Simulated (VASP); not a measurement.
# As (Pm-3m) in VASP: notebook

As is run at these levels: LDA; tasks: single point.

Everything below comes from runs of VASP 6.6.1. Logs are shortened: lines on timing, memory, paths and dates and some standing lists are left out, and cuts for length are marked.

**1. The cell of the first run**

Symmetry: Pm-3m, No. 221, cubic system. The conventional cell has a = 2.667 Å, b = 2.667 Å, c = 2.667 Å, α = 90.00°, β = 90.00°, γ = 90.00°. As (site symmetry m-3m) has 6 As at 2.67 Å within 3.5 Å.

**2. Single point, LDA (volume scaled by 0.96)**

Contents of INCAR:

```
PREC = Accurate
ENCUT = 520
EDIFF = 1E-6
ISMEAR = -1
SIGMA = 0.05
LREAL = False
LASPH = True
NELM = 60
ALGO = Normal
ISIF = 2
LWAVE = False
LCHARG = False
GGA = CA
NBANDS = 8
```

Contents of KPOINTS:

```
Automatic mesh
0
Gamma
  10 10 10
```

Contents of POSCAR:

```
As
1.0
    2.6671410253      0.0000000000      0.0000000000
    0.0000000000      2.6671410253      0.0000000000
    0.0000000000      0.0000000000      2.6671410253
As
1
Direct
    0.5000000000      0.5000000000      0.5000000000
```

Potentials or basis: VASP PAW LDA potentials, release 64 (As).

The run is started by

```sh
$ cat potpaw_LDA.64/As/POTCAR > POTCAR
$ mpirun -np 1 vasp_std > vasp.out
```

OUTCAR:

```text
PREC = Accurate
   ENCUT = 520
   EDIFF = 1E-6
   ISMEAR = -1
   LREAL = False
   LASPH = True
   NELM = 60
   ISIF = 2
   GGA = CA

 ion  position               nearest neighbor table
   1  0.500  0.500  0.500-

  LATTYP: Found a simple cubic cell.
 ALAT       =     2.6671410253

  Lattice vectors:

 A1 = (   2.6671410253,   0.0000000000,   0.0000000000)
 A2 = (   0.0000000000,   2.6671410253,   0.0000000000)
 A3 = (   0.0000000000,   0.0000000000,   2.6671410253)

Analysis of symmetry for initial positions (statically):
=====================================================================
 Subroutine PRICEL returns:
 Original cell was already a primitive cell.

 Routine SETGRP: Setting up the symmetry group for a
 simple cubic supercell.

 Subroutine GETGRP returns: Found 48 space group operations
[... 9 lines left out ...]

 Routine SETGRP: Setting up the symmetry group for a
 simple cubic supercell.

 Subroutine GETGRP returns: Found 48 space group operations
[... 11 lines left out ...]
                                     Primitive cell

  volume of cell :      18.9731

  direct lattice vectors                    reciprocal lattice vectors
     2.667141025  0.000000000  0.000000000     0.374933305  0.000000000  0.000000000
     0.000000000  2.667141025  0.000000000     0.000000000  0.374933305  0.000000000
     0.000000000  0.000000000  2.667141025     0.000000000  0.000000000  0.374933305

  length of vectors
     2.667141025  2.667141025  2.667141025     0.374933305  0.374933305  0.374933305

  position of ions in fractional coordinates (direct lattice)
     0.500000000  0.500000000  0.500000000

  ion indices of the primitive-cell ions
   primitive index   ion index
                 1           1

----------------------------------------------------------------------------------------

 KPOINTS: Automatic mesh

Automatic generation of k-mesh.
 Grid dimensions read from file:
 generate k-points for:   10   10   10

 Generating k-lattice:

  Cartesian coordinates                     Fractional coordinates (reciprocal lattice)
     0.037493331  0.000000000  0.000000000     0.100000000  0.000000000  0.000000000
     0.000000000  0.037493331  0.000000000     0.000000000  0.100000000  0.000000000
     0.000000000  0.000000000  0.037493331     0.000000000  0.000000000  0.100000000

  Length of vectors
     0.037493331  0.037493331  0.037493331

[... 40 lines left out ...]
   ions per type =               1
   NGX,Y,Z   is equivalent  to a cutoff of  12.47, 12.47, 12.47 a.u.
   NGXF,Y,Z  is equivalent  to a cutoff of  24.93, 24.93, 24.93 a.u.
 SYSTEM =  unknown system
   PREC   = accura    normal or accurate (medium, high low for compatibility)
   ISTART =      0    job   : 0-new  1-cont  2-samecut
   ICHARG =      2    charge: 1-file 2-atom 10-const
   ISPIN  =      1    spin polarized calculation?
   LNONCOLLINEAR =      F non collinear calculations
   LSORBIT =      F    spin-orbit coupling
   LASPH  =      T    aspherical Exc in radial PAW
   ENCUT  =  520.0 eV  38.22 Ry    6.18 a.u.   4.96  4.96  4.96*2*pi/ulx,y,z
   NELM   =     60;   NELMIN=  2; NELMDL= -5     # of ELM steps
   EDIFF  = 0.1E-05   stopping-criterion for ELM
   LREAL  =      F    real-space projection
   EDIFFG = 0.1E-04   stopping-criterion for IOM
   NSW    =      0    number of steps for IOM
   IBRION =     -1    ionic relax: 0-MD 1-quasi-New 2-CG
   NFREE  =      0    steps in history (QN), initial steepest desc. (CG)
   ISIF   =      2    stress and relaxation
   ISYM   =      2    0-nonsym 1-usesym 2-fastsym
   POTIM  = 0.5000    time-step for ionic-motion
   TEBEG  =    0.0;   TEEND  =   0.0 temperature during run
   PSTRESS=    0.0 pullay stress
   NELECT =       5.0000    total number of electrons
   NUPDOWN=      -1.0000    fix difference up-down
   EMIN   =  10.00;   EMAX   =-10.00  energy-range for DOS
[... 5 lines left out ...]
     AMIX     =   0.40;   BMIX     =  1.00
     AMIX_MAG =   1.60;   BMIX_MAG =  1.00
  volume/ion in A,a.u.               =      18.97       128.04
  Fermi-wavevector in a.u.,A,eV,Ry     =   1.049588  1.983434 14.988653  1.101635
  Thomas-Fermi vector in A             =   2.184557
   LORBIT       =      0    0 simple, 1 ext, 2 COOP (PROOUT), +10 PAW based schemes
   GGA     = CA    functional components
   LHFCALC =     F    Hartree Fock is set to
   AEXX    =    0.0000 exact exchange contribution
   IVDW    =     0    specifies the selected vdW correction
   LEPSILON=     F    determine dielectric tensor
   LRPA    =     F    only Hartree local field effects (RPA)
 non-spin polarized calculation
  energy-cutoff  :      520.00
  volume of cell :       18.97
 maximum number of plane-waves:       536
 NGX is ok and might be reduce to    20
   NGX =  9   NGY =  9   NGZ =  9

 number of electron       5.0000001 magnetization

 Free energy of the ion-electron system (eV)
  ---------------------------------------------------
  ext. energy  EPLUGINS =         0.00000000
  ---------------------------------------------------
  free energy    TOTEN  =        -5.33593980 eV

  energy without entropy =       -5.33337840  energy(sigma->0) =       -5.33465910

 E-fermi :   6.3854     XC(G=0): -10.7611

 val. band max:        6.2799196349   @ k =   0.5000   0.3000   0.3000
 cond. band min:       6.4084386960   @ k =   0.2000   0.2000   0.0000
 fundamental gap:      0.1285190612
 Fermi energy:         6.3853527975

 k-point     1 :       0.0000    0.0000    0.0000
  band No.  band energies     occupation
      1      -8.9286      2.00000
      2      10.6929      0.00000
      3      10.6929      0.00000
      4      10.6929      0.00000
      5      15.0562      0.00000
      6      15.0562      0.00000
      7      17.2130      0.00000
      8      31.8620      0.00000
[... 243 lines left out ...]
 k-point    24 :       0.3000    0.1000    0.1000
  band No.  band energies     occupation
      1      -6.8989      2.00000
      2       2.8526      2.00000
      3       9.9645      0.00000
      4      10.4925      0.00000
      5      19.1692      0.00000
      6      19.2328      0.00000
      7      21.3726      0.00000
      8      22.2847      0.00000

 [... further k-points ...]
[... 5 lines left out ...]
  --------------------------------------------------------------------------------------
  -------------------------------------------------------------------------------------
  Total        0.0986704      0.0986704      0.0986704     -0.0000000      0.0000000     -0.0000000
  in kB        8.3321977      8.3321977      8.3321977     -0.0000000      0.0000000     -0.0000000
  external PRESSURE =       8.3321977 kB  Pullay stress =       0.0000000 kB

 VOLUME and BASIS-vectors are now :
 -----------------------------------------------------------------------------
  energy-cutoff  :      520.00
  volume of cell :       18.97
      direct lattice vectors                 reciprocal lattice vectors
     2.667141025  0.000000000  0.000000000     0.374933305  0.000000000  0.000000000
     0.000000000  2.667141025  0.000000000     0.000000000  0.374933305  0.000000000
     0.000000000  0.000000000  2.667141025     0.000000000  0.000000000  0.374933305

 POSITION                                       TOTAL-FORCE (eV/Angst)
 -----------------------------------------------------------------------------------
      1.33357      1.33357      1.33357         0.000000      0.000000      0.000000
 -----------------------------------------------------------------------------------
    total drift:                                0.000000     -0.000000      0.000000

  FREE ENERGIE OF THE ION-ELECTRON SYSTEM (eV)
  ---------------------------------------------------
  free  energy   TOTEN  =        -5.3359398018 eV

  energy  without entropy=       -5.3333783983  energy(sigma->0) =       -5.33465910
```

OSZICAR:

```text
N       E                     dE             d eps       ncg     rms          rms(c)
DAV:   1     0.601784518251E+01    0.60178E+01   -0.20749E+03   920   0.463E+02
DAV:   2    -0.522628746193E+01   -0.11244E+02   -0.11007E+02  1192   0.583E+01
DAV:   3    -0.534501551734E+01   -0.11873E+00   -0.11867E+00  1064   0.821E+00
DAV:   4    -0.534513956942E+01   -0.12405E-03   -0.12405E-03  1336   0.295E-01
DAV:   5    -0.534513963126E+01   -0.61835E-07   -0.62321E-07  1112   0.393E-03    0.243E+00
DAV:   6    -0.533933567636E+01    0.58040E-02   -0.61326E-04  1056   0.176E-01    0.143E+00
DAV:   7    -0.533592850494E+01    0.34072E-02   -0.14350E-03   976   0.271E-01    0.648E-02
DAV:   8    -0.533593928846E+01   -0.10784E-04   -0.11997E-05  1184   0.256E-02    0.895E-03
DAV:   9    -0.533593980184E+01   -0.51338E-06   -0.19715E-07   976   0.331E-03
   1 F= -.53359398E+01 E0= -.53346591E+01  d E =-.256140E-02
```

stdout:

```text
POSCAR found type information on POSCAR As
 POSCAR found :  1 types and       1 ions
 scaLAPACK will be used
 LDA part: xc-table for (Slater(with rela. corr.)+CA(PZ))
 , standard interpolation
 POSCAR, INCAR and KPOINTS ok, starting setup
 FFT: planning ... GRIDC
 FFT: planning ... GRID_SOFT
 FFT: planning ... GRID
 WAVECAR not read
 entering main loop
```

Run time: 3.9 s. Hardware: 1 thread of Intel Xeon 6975P-C (Granite Rapids), shared host; peak memory 0.11 GiB.

What came out:

* Free energy: -5.3359 eV
* Pressure: 0.8 GPa

Levels at points of the mesh, in eV from the Fermi level:
```
           k point  band 1  band 2  band 3  band 4  band 5
(0.00, 0.00, 0.00)  -15.31    4.31    4.31    4.31    8.67
(0.50, 0.00, 0.00)  -12.00   -7.21    6.73    6.73   11.46
(0.50, 0.50, 0.00)   -8.53   -4.41   -4.41    2.36    9.01
(0.50, 0.50, 0.50)   -4.67   -1.85   -1.85   -1.85    5.95
```

**3. Single point, LDA (volume scaled by 1.02)**

Contents of INCAR:

```
  PREC = Accurate
  ENCUT = 520
  EDIFF = 1E-6
  ISMEAR = -1
  SIGMA = 0.05
  LREAL = False
  LASPH = True
  NELM = 80
  ALGO = Normal
  ISIF = 2
  LWAVE = False
  LCHARG = False
  GGA = CA
  NBANDS = 8
```

Contents of KPOINTS:

```
regular mesh
0
Gamma
  10 10 10
```

Contents of POSCAR:

```
As
1.0
    2.7215874433      0.0000000000      0.0000000000
    0.0000000000      2.7215874433      0.0000000000
    0.0000000000      0.0000000000      2.7215874433
As
1
Direct
    0.5000000000      0.5000000000      0.5000000000
```

Potentials or basis: VASP PAW LDA potentials, release 64 (As).

The run is started by

```sh
$ cat potpaw_LDA.64/As/POTCAR > POTCAR
$ mpirun -np 1 vasp_std > vasp.out
```

It took 3.2 s on 1 thread of Intel Xeon 6975P-C (Granite Rapids), shared host; peak memory 0.11 GiB.

The run converged. Its results:

| Quantity | Value |
| --- | --- |
| Free energy | -5.3215 eV |
| Pressure | -4.5 GPa |

Levels at points of the mesh, in eV from the Fermi level:
```
           k point  band 1  band 2  band 3  band 4  band 5  band 6
(0.00, 0.00, 0.00)  -14.73    4.10    4.10    4.10    8.64    8.64
(0.50, 0.00, 0.00)  -11.69   -6.69    6.30    6.30   11.29   13.98
(0.50, 0.50, 0.00)   -8.54   -4.08   -4.08    2.66    8.36   16.34
(0.50, 0.50, 0.50)   -5.09   -1.70   -1.70   -1.70    6.08    6.08
```

**4. Single point, LDA (volume scaled by 1.06)**

Contents of INCAR:

```
ALGO = Normal ; EDIFF = 1E-7
ENCUT = 520 ; GGA = CA
ISIF = 2 ; ISMEAR = -1
LASPH = T ; LCHARG = T
LELF = T ; LREAL = F
LVHAR = T ; LWAVE = F
NBANDS = 8 ; NELM = 60
PREC = Accurate ; SIGMA = 0.05
```

Contents of KPOINTS:

```
k-points
0
Gamma
  10 10 10
```

Contents of POSCAR:

```
As
1.0
    2.7567085743      0.0000000000      0.0000000000
    0.0000000000      2.7567085743      0.0000000000
    0.0000000000      0.0000000000      2.7567085743
As
1
Direct
    0.5000000000      0.5000000000      0.5000000000
```

The run is started by

```sh
$ cat potpaw_LDA.64/As/POTCAR > POTCAR
$ mpirun -np 1 vasp_std > vasp.out
```

Run time: 5.8 s. Hardware: 1 thread of Intel Xeon 6975P-C (Granite Rapids), shared host; peak memory 0.12 GiB.

It converged, with:

* Free energy: -5.2927 eV
* Pressure: -7.1 GPa

Levels at points of the mesh, in eV from the Fermi level:
```tsv
k point	band 1	band 2	band 3	band 4	band 5
(0.00, 0.00, 0.00)	-14.39	3.96	3.96	3.96	8.61
(0.50, 0.00, 0.00)	-11.52	-6.39	6.03	6.03	11.17
(0.50, 0.50, 0.00)	-8.55	-3.89	-3.89	2.82	7.95
(0.50, 0.50, 0.50)	-5.35	-1.63	-1.63	-1.63	6.14
```

**5. Summary**

| cell | gap on the mesh (eV) | pressure (GPa) |
| --- | --- | --- |
| a = 2.667 Å, 1 atom | none | 0.8 |
| a = 2.722 Å, 1 atom | none | -4.5 |
| a = 2.757 Å, 1 atom | none | -7.1 |

Alike in all rows: task single point; level LDA; potentials or basis VASP PAW LDA potentials, release 64 (As); no spin polarisation; k mesh 10 × 10 × 10; cutoff (eV) 520; smearing fermi-dirac 0.05 eV.

Absolute energies hang on the potentials; compare differences alone.
